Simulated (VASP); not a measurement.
Crystal: TiCo.

```
Co Ti
1.0
     2.92515    0.00000    0.00000
     0.00000    2.92515    0.00000
     0.00000    0.00000    2.92515
Co Ti
1 1
Direct
  0.50000 0.50000 0.50000
  0.00000 0.00000 0.00000
```

This cell differs from its parent crystal: volume scaled by 0.94.

Base run:

```yaml
Program: VASP 6.6.1
Functional: PBEsol
Potentials_or_basis: VASP PAW PBE potentials, release 64 (Co, Ti_sv)
Cutoff: 520 eV
k_mesh: 9 × 9 × 9
Occupations: fermi-dirac, width 0.05 eV
Spin: collinear spin, ferromagnetic start
Starting_moments: "[2.0, 1.0] μB"
```

Its results: pressure 1.9 GPa; net moment 0.55 μB per cell; site moments Co +0.59; Ti -0.02 μB.

Q: The run is repeated on the same cell with these changes: functional from PBEsol to PBE. What comes out?

A: Pressure 10.0 GPa; net moment 0.66 μB per cell; site moments Co +0.71; Ti -0.01 μB.

PBE binds less tightly than PBEsol, so the same cell stands under more pressure.

Caveats: the PAW data sets were made with another functional, which shifts forces and pressure a little (some runs).
